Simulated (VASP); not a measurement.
# Bi4O (P-43m) in VASP: a series of runs

The runs below take Bi4O through single point, relaxation of cell and atoms, with PBE.

Program: VASP 6.6.1. These are calculated values, not measurements. Logs are shortened: lines on timing, memory, paths and dates and some standing lists are left out, and cuts for length are marked.

**1. The cell of the first run**

Symmetry: P-43m, No. 215, cubic system. The conventional cell has a = 5.040 Å, b = 5.040 Å, c = 5.040 Å, α = 90.00°, β = 90.00°, γ = 90.00°. Within 2.9 Å of Bi (site symmetry 3m) lie 1 O at 2.18 Å. O (site symmetry -43m) has 4 Bi at 2.18 Å within 2.9 Å.

**2. Single point, PBE (atoms taken out)**

File INCAR:

```
PREC     = Accurate       # precision mode
ENCUT    = 520            # plane-wave cutoff, eV
EDIFF    = 1E-6           # SCF threshold, eV
ISMEAR   = 0              # smearing method
SIGMA    = 0.1            # smearing width, eV
LREAL    = F              # projectors in reciprocal space
LASPH    = T              # aspherical terms in the spheres
NELM     = 60             # most SCF steps
ALGO     = Normal         # electronic algorithm
ISIF     = 2              # what is computed and relaxed
LWAVE    = F              # write WAVECAR
LCHARG   = F              # write CHGCAR
GGA      = PE             # functional
NBANDS   = 41             # bands
```

File KPOINTS:

```
Automatic mesh
0
Gamma
  4 4 4
```

File POSCAR:

```
Bi4O
1.0
    5.0402678500      0.0000000000      0.0000000000
    0.0000000000      5.0402678500      0.0000000000
    0.0000000000      0.0000000000      5.0402678500
Bi O
4 1
Direct
    0.2500000000      0.2500000000      0.2500000000
    0.7500000000      0.7500000000      0.2500000000
    0.7500000000      0.2500000000      0.7500000000
    0.2500000000      0.7500000000      0.7500000000
    0.0000000000      0.0000000000      0.0000000000
```

Potentials or basis: VASP PAW PBE potentials, release 64 (Bi_d, O).

The run is started by

```console
$ cat potpaw_PBE.64/Bi_d/POTCAR potpaw_PBE.64/O/POTCAR > POTCAR
$ mpirun -np 1 vasp_std > vasp.out
```

OUTCAR:

```text
PREC = Accurate
   ENCUT = 520
   EDIFF = 1E-6
   ISMEAR = 0
   LREAL = F
   LASPH = T
   NELM = 60
   ISIF = 2
   GGA = PE

 ion  position               nearest neighbor table
   1  0.250  0.250  0.250-   5 2.18   3 3.56   4 3.56   2 3.56   3 3.56   4 3.56   2 3.56   4 3.56
                             4 3.56   2 3.56   3 3.56   3 3.56   2 3.56
   2  0.750  0.750  0.250-   5 2.18   3 3.56   4 3.56   1 3.56   3 3.56   4 3.56   1 3.56   3 3.56
                             3 3.56   1 3.56   4 3.56   4 3.56   1 3.56
   3  0.750  0.250  0.750-   5 2.18   2 3.56   4 3.56   1 3.56   1 3.56   2 3.56   2 3.56   4 3.56
                             2 3.56   1 3.56   4 3.56   1 3.56   4 3.56
   4  0.250  0.750  0.750-   5 2.18   2 3.56   3 3.56   1 3.56   1 3.56   2 3.56   1 3.56   3 3.56
                             1 3.56   2 3.56   3 3.56   2 3.56   3 3.56
   5  0.000  0.000  0.000-   1 2.18   2 2.18   3 2.18   4 2.18

  LATTYP: Found a simple cubic cell.
 ALAT       =     5.0402678500

  Lattice vectors:

 A1 = (   5.0402678500,   0.0000000000,   0.0000000000)
 A2 = (   0.0000000000,   5.0402678500,   0.0000000000)
 A3 = (   0.0000000000,   0.0000000000,   5.0402678500)

Analysis of symmetry for initial positions (statically):
=====================================================================
 Subroutine PRICEL returns:
 Original cell was already a primitive cell.

 Routine SETGRP: Setting up the symmetry group for a
 simple cubic supercell.

 Subroutine GETGRP returns: Found 24 space group operations
 (whereof 24 operations were pure point group operations)
 out of a pool of 48 trial point group operations.

The static configuration has the point symmetry T_d .

Analysis of symmetry for dynamics (positions and initial velocities):
=====================================================================
 Subroutine PRICEL returns:
 Original cell was already a primitive cell.

 Routine SETGRP: Setting up the symmetry group for a
 simple cubic supercell.

 Subroutine GETGRP returns: Found 24 space group operations
 (whereof 24 operations were pure point group operations)
 out of a pool of 48 trial point group operations.

The dynamic configuration has the point symmetry T_d .

 Subroutine INISYM returns: Found 24 space group operations
 (whereof 24 operations are pure point group operations),
 and found     1 'primitive' translations

----------------------------------------------------------------------------------------

                                     Primitive cell

  volume of cell :     128.0445

  direct lattice vectors                    reciprocal lattice vectors
     5.040267850  0.000000000  0.000000000     0.198402154  0.000000000  0.000000000
     0.000000000  5.040267850  0.000000000     0.000000000  0.198402154  0.000000000
     0.000000000  0.000000000  5.040267850     0.000000000  0.000000000  0.198402154

  length of vectors
     5.040267850  5.040267850  5.040267850     0.198402154  0.198402154  0.198402154

  position of ions in fractional coordinates (direct lattice)
     0.250000000  0.250000000  0.250000000
     0.750000000  0.750000000  0.250000000
     0.750000000  0.250000000  0.750000000
     0.250000000  0.750000000  0.750000000
     0.000000000  0.000000000  0.000000000

  ion indices of the primitive-cell ions
   primitive index   ion index
                 1           1
                 2           2
                 3           3
                 4           4
                 5           5

----------------------------------------------------------------------------------------

 KPOINTS: Automatic mesh

Automatic generation of k-mesh.
 Grid dimensions read from file:
 generate k-points for:    4    4    4

 Generating k-lattice:

  Cartesian coordinates                     Fractional coordinates (reciprocal lattice)
     0.049600539  0.000000000  0.000000000     0.250000000  0.000000000  0.000000000
     0.000000000  0.049600539  0.000000000     0.000000000  0.250000000  0.000000000
     0.000000000  0.000000000  0.049600539     0.000000000  0.000000000  0.250000000

  Length of vectors
     0.049600539  0.049600539  0.049600539

  Shift w.r.t. Gamma in fractional coordinates (k-lattice)
     0.000000000  0.000000000  0.000000000

 Subroutine IBZKPT returns following result:
 ===========================================

 Found     10 irreducible k-points:

 Following reciprocal coordinates:
            Coordinates               Weight
  0.000000  0.000000  0.000000      1.000000
  0.250000  0.000000  0.000000      6.000000
  0.500000  0.000000  0.000000      3.000000
  0.250000  0.250000  0.000000     12.000000
  0.500000  0.250000  0.000000     12.000000
  0.500000  0.500000  0.000000      3.000000
  0.250000  0.250000  0.250000      8.000000
  0.500000  0.250000  0.250000     12.000000
  0.500000  0.500000  0.250000      6.000000
  0.500000  0.500000  0.500000      1.000000
   k-points           NKPTS =     10   k-points in BZ     NKDIM =     10   number of bands    NBANDS=     41
   number of dos      NEDOS =    301   number of ions     NIONS =      5
   total plane-waves  NPLWV =  64000
   dimension x,y,z NGX =    40 NGY =   40 NGZ =   40
   dimension x,y,z NGXF=    80 NGYF=   80 NGZF=   80
   ions per type =               4   1
   NGX,Y,Z   is equivalent  to a cutoff of  13.19, 13.19, 13.19 a.u.
   NGXF,Y,Z  is equivalent  to a cutoff of  26.39, 26.39, 26.39 a.u.
 SYSTEM =  unknown system
   PREC   = accura    normal or accurate (medium, high low for compatibility)
   ISTART =      0    job   : 0-new  1-cont  2-samecut
   ICHARG =      2    charge: 1-file 2-atom 10-const
   ISPIN  =      1    spin polarized calculation?
   LNONCOLLINEAR =      F non collinear calculations
   LSORBIT =      F    spin-orbit coupling
   LASPH  =      T    aspherical Exc in radial PAW
   ENCUT  =  520.0 eV  38.22 Ry    6.18 a.u.   9.37  9.37  9.37*2*pi/ulx,y,z
   NELM   =     60;   NELMIN=  2; NELMDL= -5     # of ELM steps
   EDIFF  = 0.1E-05   stopping-criterion for ELM
   LREAL  =      F    real-space projection
   EDIFFG = 0.1E-04   stopping-criterion for IOM
   NSW    =      0    number of steps for IOM
   IBRION =     -1    ionic relax: 0-MD 1-quasi-New 2-CG
   NFREE  =      0    steps in history (QN), initial steepest desc. (CG)
   ISIF   =      2    stress and relaxation
   ISYM   =      2    0-nonsym 1-usesym 2-fastsym
   POTIM  = 0.5000    time-step for ionic-motion
   TEBEG  =    0.0;   TEEND  =   0.0 temperature during run
   PSTRESS=    0.0 pullay stress
   NELECT =      66.0000    total number of electrons
   NUPDOWN=      -1.0000    fix difference up-down
   EMIN   =  10.00;   EMAX   =-10.00  energy-range for DOS
   EFERMI =   0.00;   METHOD = LEGACY
   ISMEAR =     0;   SIGMA  =   0.10  broadening in eV -4-tet -1-fermi 0-gaus
   EFERMI_NEDOS =   21; number of points for ismear=-14 and -15
   IALGO  =     38    algorithm
   IMIX   =      4    mixing-type and parameters
     AMIX     =   0.40;   BMIX     =  1.00
     AMIX_MAG =   1.60;   BMIX_MAG =  1.00
  volume/ion in A,a.u.               =      25.61       172.82
  Fermi-wavevector in a.u.,A,eV,Ry     =   1.312610  2.480474 23.442106  1.722946
  Thomas-Fermi vector in A             =   2.442991
   LORBIT       =      0    0 simple, 1 ext, 2 COOP (PROOUT), +10 PAW based schemes
   GGA     = PE    functional components
   LHFCALC =     F    Hartree Fock is set to
   AEXX    =    0.0000 exact exchange contribution
   IVDW    =     0    specifies the selected vdW correction
   LEPSILON=     F    determine dielectric tensor
   LRPA    =     F    only Hartree local field effects (RPA)
 non-spin polarized calculation
 Gauss-broadening in eV      SIGMA  =   0.10
  energy-cutoff  :      520.00
  volume of cell :      128.04
 maximum number of plane-waves:      3468
 NGX is ok and might be reduce to    40
   NGX = 19   NGY = 19   NGZ = 19

 number of electron      66.0000050 magnetization

 Free energy of the ion-electron system (eV)
  ---------------------------------------------------
  ext. energy  EPLUGINS =         0.00000000
  ---------------------------------------------------
  free energy    TOTEN  =       -20.28559578 eV

  energy without entropy =      -20.26253228  energy(sigma->0) =      -20.27406403

 E-fermi :   8.1832     XC(G=0): -10.4532

 val. band max:        8.1769897240   @ k =   0.2500   0.2500   0.0000
 cond. band min:       8.4934004815   @ k =   0.0000   0.0000   0.0000
 fundamental gap:      0.3164107575
 Fermi energy:         8.1832041681

 k-point     1 :       0.0000    0.0000    0.0000
  band No.  band energies     occupation
      1     -15.6139      2.00000
      2     -15.0054      2.00000
      3     -15.0054      2.00000
      4     -15.0054      2.00000
      5     -14.9895      2.00000
      6     -14.9895      2.00000
[... 33 lines left out ...]
     40      12.3131      0.00000
     41      13.1890      0.00000

 k-point     2 :       0.2500    0.0000    0.0000
  band No.  band energies     occupation
      1     -15.5882      2.00000
      2     -15.0157      2.00000
      3     -14.9852      2.00000
      4     -14.9852      2.00000
      5     -14.9742      2.00000
      6     -14.9605      2.00000
[... 33 lines left out ...]
     40      12.4154      0.00000
     41      12.9918      0.00000

 k-point     3 :       0.5000    0.0000    0.0000
  band No.  band energies     occupation
      1     -15.5595      2.00000
      2     -15.0341      2.00000
      3     -14.9538      2.00000
      4     -14.9538      2.00000
      5     -14.9479      2.00000
      6     -14.9316      2.00000
[... 33 lines left out ...]
     40      12.5027      0.00000
     41      14.4638      0.00000

 k-point     4 :       0.2500    0.2500    0.0000
  band No.  band energies     occupation
      1     -15.5718      2.00000
      2     -15.0067      2.00000
      3     -14.9852      2.00000
      4     -14.9833      2.00000
      5     -14.9552      2.00000
      6     -14.9475      2.00000
[... 33 lines left out ...]
     40      12.9403      0.00000
     41      13.5968      0.00000

 k-point     5 :       0.5000    0.2500    0.0000
  band No.  band energies     occupation
      1     -15.5541      2.00000
      2     -15.0178      2.00000
      3     -14.9746      2.00000
      4     -14.9616      2.00000
      5     -14.9476      2.00000
      6     -14.9276      2.00000
[... 33 lines left out ...]
     40      12.6442      0.00000
     41      15.4962      0.00000

 k-point     6 :       0.5000    0.5000    0.0000
  band No.  band energies     occupation
      1     -15.5486      2.00000
      2     -15.0086      2.00000
      3     -14.9715      2.00000
      4     -14.9715      2.00000
      5     -14.9446      2.00000
      6     -14.9304      2.00000
[... 33 lines left out ...]
     40      12.6708      0.00000
     41      15.2140      0.00000

 k-point     7 :       0.2500    0.2500    0.2500
  band No.  band energies     occupation
      1     -15.5664      2.00000
      2     -15.0046      2.00000
      3     -14.9861      2.00000
      4     -14.9861      2.00000
      5     -14.9396      2.00000
      6     -14.9396      2.00000
[... 33 lines left out ...]
     40      12.6394      0.00000
     41      13.9677      0.00000

 k-point     8 :       0.5000    0.2500    0.2500
  band No.  band energies     occupation
      1     -15.5605      2.00000
      2     -15.0106      2.00000
      3     -14.9834      2.00000
      4     -14.9763      2.00000
      5     -14.9414      2.00000
      6     -14.9396      2.00000
[... 33 lines left out ...]
     40      12.6684      0.00000
     41      15.1296      0.00000

 k-point     9 :       0.5000    0.5000    0.2500
  band No.  band energies     occupation
      1     -15.5668      2.00000
      2     -15.0050      2.00000
      3     -14.9881      2.00000
      4     -14.9881      2.00000
      5     -14.9490      2.00000
      6     -14.9328      2.00000
[... 33 lines left out ...]
     40      12.6667      0.00000
     41      15.5210      0.00000

 k-point    10 :       0.5000    0.5000    0.5000
  band No.  band energies     occupation
      1     -15.5842      2.00000
      2     -15.0020      2.00000
      3     -15.0020      2.00000
      4     -15.0020      2.00000
      5     -14.9509      2.00000
      6     -14.9509      2.00000
[... 33 lines left out ...]
     40      12.8031      0.00000
     41      15.2775      0.00000

------------------------ aborting loop because EDIFF is reached ----------------------------------------

  FORCE on cell =-STRESS in cart. coord.  units (eV):
  Direction    XX          YY          ZZ          XY          YZ          ZX
  --------------------------------------------------------------------------------------
  -------------------------------------------------------------------------------------
  Total        7.4483793      7.4483793      7.4483793      0.0000000      0.0000000     -0.0000000
  in kB       93.1990568     93.1990568     93.1990568      0.0000000      0.0000000     -0.0000000
  external PRESSURE =      93.1990568 kB  Pullay stress =       0.0000000 kB

 VOLUME and BASIS-vectors are now :
 -----------------------------------------------------------------------------
  energy-cutoff  :      520.00
  volume of cell :      128.04
      direct lattice vectors                 reciprocal lattice vectors
     5.040267850  0.000000000  0.000000000     0.198402154  0.000000000  0.000000000
     0.000000000  5.040267850  0.000000000     0.000000000  0.198402154  0.000000000
     0.000000000  0.000000000  5.040267850     0.000000000  0.000000000  0.198402154

 POSITION                                       TOTAL-FORCE (eV/Angst)
 -----------------------------------------------------------------------------------
      1.26007      1.26007      1.26007         1.284811      1.284811      1.284811
      3.78020      3.78020      1.26007        -1.284811     -1.284811      1.284811
      3.78020      1.26007      3.78020        -1.284811      1.284811     -1.284811
      1.26007      3.78020      3.78020         1.284811     -1.284811     -1.284811
      0.00000      0.00000      0.00000        -0.000000     -0.000000      0.000000
 -----------------------------------------------------------------------------------
    total drift:                                0.000000      0.000000      0.000000

  FREE ENERGIE OF THE ION-ELECTRON SYSTEM (eV)
  ---------------------------------------------------
  free  energy   TOTEN  =       -20.2855957810 eV

  energy  without entropy=      -20.2625322792  energy(sigma->0) =      -20.27406403
```

Run time: 22 s. Hardware: 1 thread of Intel Xeon 6975P-C (Granite Rapids), shared host; peak memory 0.24 GiB.

Results:

```
Free energy            : -20.2856 eV
Pressure               : 9.3 GPa
Band gap on the k mesh : zero (bands 33 and 34 overlap by 3.25 eV)
```

Levels at points of the mesh, in eV from the Fermi level:
| k point | band 31 | band 32 | band 33 | band 34 | band 35 | band 36 |
| --- | --- | --- | --- | --- | --- | --- |
| (0.00, 0.00, 0.00) | -1.95 | 0.31 | 0.31 | 0.31 | 2.63 | 2.63 |
| (0.50, 0.00, 0.00) | -1.13 | -1.10 | -0.17 | -0.17 | 0.54 | 1.18 |
| (0.50, 0.50, 0.00) | -2.37 | -1.19 | -0.10 | -0.10 | 0.87 | 1.42 |
| (0.50, 0.50, 0.50) | -3.11 | -2.58 | 3.04 | 3.04 | 3.20 | 3.20 |

Caveat: the cell differs from its parent crystal (atoms taken out); the cell stands under pressure; spin-orbit coupling is left out, which moves the levels of the heavy elements.

**3. Single point, PBE (atoms taken out)**

File INCAR:

```
SYSTEM = Bi4O
ALGO = Normal
EDIFF = 1E-7
ENCUT = 520
GGA = PE
ISIF = 2
ISMEAR = 0
LASPH = .True.
LCHARG = .False.
LREAL = .False.
LWAVE = .False.
NBANDS = 41
NELM = 60
PREC = Accurate
SIGMA = 0.1
```

File KPOINTS:

```
k-points
0
Gamma
  4 4 4
  0 0 0
```

File POSCAR:

```
Bi4O
1.0
    5.1802983624      0.0000000000      0.0000000000
    0.0000000000      5.1802983624      0.0000000000
    0.0000000000      0.0000000000      5.1802983624
Bi O
4 1
Direct
    0.2622349952      0.2622349952      0.2622349952
    0.7377650048      0.7377650048      0.2622349952
    0.7377650048      0.2622349952      0.7377650048
    0.2622349952      0.7377650048      0.7377650048
    0.0000000000      0.0000000000      0.0000000000
```

Potentials or basis: VASP PAW PBE potentials, release 64 (Bi_d, O).

The run is started by

```console
$ cat potpaw_PBE.64/Bi_d/POTCAR potpaw_PBE.64/O/POTCAR > POTCAR
$ mpirun -np 1 vasp_std > vasp.out
```

Run time: 25 s. Hardware: 1 thread of Intel Xeon 6975P-C (Granite Rapids), shared host; peak memory 0.25 GiB.

The run converged. Its results:

| Item | Value |
| --- | --- |
| Free energy | -20.9809 eV |
| Pressure | 0.0 GPa |
| Largest force | 0.043 eV/Å |
| Band gap on the k mesh | zero (bands 33 and 34 overlap by 3.12 eV) |

Forces on the atoms (eV/Å):
```
Bi   0.025  0.025  0.025
Bi  -0.025 -0.025  0.025
Bi  -0.025  0.025 -0.025
Bi   0.025 -0.025 -0.025
O    0.000  0.000  0.000
```

Levels at points of the mesh, in eV from the Fermi level:
```csv
k point,band 30,band 31,band 32,band 33,band 34,band 35
"(0.00, 0.00, 0.00)",-4.01,-2.31,0.34,0.34,0.34,1.90
"(0.50, 0.00, 0.00)",-2.19,-1.23,-1.03,-0.26,-0.26,0.19
"(0.50, 0.50, 0.00)",-2.67,-2.46,-1.53,0.06,0.06,0.65
"(0.50, 0.50, 0.50)",-2.48,-2.48,-2.48,2.73,2.73,2.91
```

Caveat: the cell differs from its parent crystal (atoms taken out); spin-orbit coupling is left out, which moves the levels of the heavy elements.

(Part 1 of 2 ends here.)
